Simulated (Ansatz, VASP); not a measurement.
## Two plane-wave programs on Mo2Ru3

Contents of INCAR:

```
SYSTEM = Mo2Ru3
  PREC = Accurate
  ENCUT = 520
  EDIFF = 1E-6
  ISMEAR = 0
  SIGMA = 0.1
  LREAL = .FALSE.
  LASPH = .TRUE.
  NELM = 60
  ALGO = Fast
  ISIF = 2
  LWAVE = .FALSE.
  LCHARG = .TRUE.
  GGA = PE
  LELF = .TRUE.
  LVHAR = .TRUE.
  NBANDS = 43
```

The input KPOINTS:

```
regular mesh
0
G
  6 6 6
  0 0 0
```

Contents of POSCAR:

```
Mo2Ru3
1.0
    2.2077578100      1.2746495700      4.5065667600
   -2.2077578100      1.2746495700      4.5065667600
    0.0000000000     -2.5492991300      4.5065667600
Mo Ru
2 3
Direct
    0.8000000000      0.8000000000      0.8000000000
    0.2000000000      0.2000000000      0.2000000000
    0.4000000000      0.4000000000      0.4000000000
    0.0000000000      0.0000000000      0.0000000000
    0.6000000000      0.6000000000      0.6000000000
```

Input for Ansatz:

```yaml
crystal:
  lattice:
    - [2.20775781, 1.27464957, 4.50656676]
    - [-2.20775781, 1.27464957, 4.50656676]
    - [0.0, -2.54929913, 4.50656676]
  atoms:
    - { symbol: Mo, position: [0.8, 0.8, 0.8] }
    - { symbol: Mo, position: [0.2, 0.2, 0.2] }
    - { symbol: Ru, position: [0.4, 0.4, 0.4] }
    - { symbol: Ru, position: [0.0, 0.0, 0.0] }
    - { symbol: Ru, position: [0.6, 0.6, 0.6] }
basis:
  ecutwfc: 420
kpoints:
  mp_grid: { grid: [6, 6, 6] }
hamiltonian:
  xc: pbe
scf:
  occupations: { method: gaussian, width: 0.1 }
  lower_state_search: "off"
output:
  forces: true
  stress: true
  eigenvalues: true
```

Alike in both runs: task single point; functional PBE; k mesh 6 × 6 × 6; occupations gaussian, width 0.1 eV; no spin polarisation.

```csv
,VASP,Ansatz
version,VASP 6.6.1,Ansatz 0.2.0
potentials or method,"VASP PAW PBE potentials, release 64 (Mo_sv, Ru_pv), cutoff 520 eV","scalar-relativistic, plane waves, PAW"
valence electrons in the cell,70,76
```

Ansatz gave:

| Property | Result |
| --- | --- |
| gap on the k mesh at the Fermi level (eV) | none |
| pressure (GPa) | -7.1 |
| traceless stress, the component that is largest in VASP (GPa) | -2.25 |
| rms of the force components (eV/Å) | 0.211 |

Estimate VASP's values.

gap on the k mesh at the Fermi level (eV): none; pressure (GPa): -7.0; traceless stress, the component that is largest in VASP (GPa): -2.26; rms of the force components (eV/Å): 0.211.

Atom by atom the forces differ by 0.002 eV/Å (rms over components). A gap of «none» marks a metal or a gap that the smearing closes. With one functional, cell and mesh, what is left measures potentials, basis and numerics. VASP's potentials hold 70 valence electrons a cell and Ansatz's 76, so a difference there can come from the potentials and not from the codes.
